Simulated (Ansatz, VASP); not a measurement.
One calculation of Ba, two programs

File INCAR:

```
ALGO     = Normal         # electronic algorithm
EDIFF    = 1E-7           # SCF threshold, eV
ENCUT    = 520            # plane-wave cutoff, eV
GGA      = CA             # functional
ISIF     = 2              # what is computed and relaxed
ISMEAR   = -1             # smearing method
LASPH    = True           # aspherical terms in the spheres
LCHARG   = False          # write CHGCAR
LREAL    = False          # projectors in reciprocal space
LWAVE    = False          # write WAVECAR
NBANDS   = 11             # bands
NELM     = 60             # most SCF steps
PREC     = Accurate       # precision mode
SIGMA    = 0.05           # smearing width, eV
```

File KPOINTS:

```
k-points
0
Gamma
  8 8 8
```

File POSCAR:

```
Ba
1.0
   -2.5065000000      2.5065000000      2.5065000000
    2.5065000000     -2.5065000000      2.5065000000
    2.5065000000      2.5065000000     -2.5065000000
Ba
1
Direct
    0.0000000000      0.0000000000      0.0000000000
```

The input input.yaml:

```yaml
crystal:
  lattice:
    - [-2.5065, 2.5065, 2.5065]
    - [2.5065, -2.5065, 2.5065]
    - [2.5065, 2.5065, -2.5065]
  atoms:
    - { symbol: Ba, position: [0.0, 0.0, 0.0] }
kpoints:
  mp_grid: { grid: [8, 8, 8] }
scf:
  occupations: { method: fermi_dirac, width: 0.05 }
hamiltonian:
  xc: lda
  pseudopotentials: { kind: all_electron, lapw: { basis_error: 0.001 } }
output:
  forces: true
  stress: true
  eigenvalues: true
```

Alike in both runs: task single point; functional LDA; k mesh 8 × 8 × 8; occupations fermi-dirac, width 0.05 eV; no spin polarisation.

|  | VASP | Ansatz |
| --- | --- | --- |
| version | VASP 6.6.1 | Ansatz 0.2.0 |
| potentials or method | VASP PAW LDA potentials, release 64 (Ba_sv), cutoff 520 eV | all-electron LAPW, scalar-relativistic |

```tsv
	VASP	Ansatz	Ansatz less VASP
gap on the k mesh at the Fermi level (eV)	none	none	-
pressure (GPa)	-1.3	-1.3	-0.03
```

LDA's correlation is that of Perdew and Zunger in VASP and of Perdew and Wang (1992) in Ansatz. A gap of «none» marks a metal or a gap that the smearing closes. Ansatz ran all-electron here, and VASP with PAW potentials.

Neither program's run includes spin-orbit coupling.
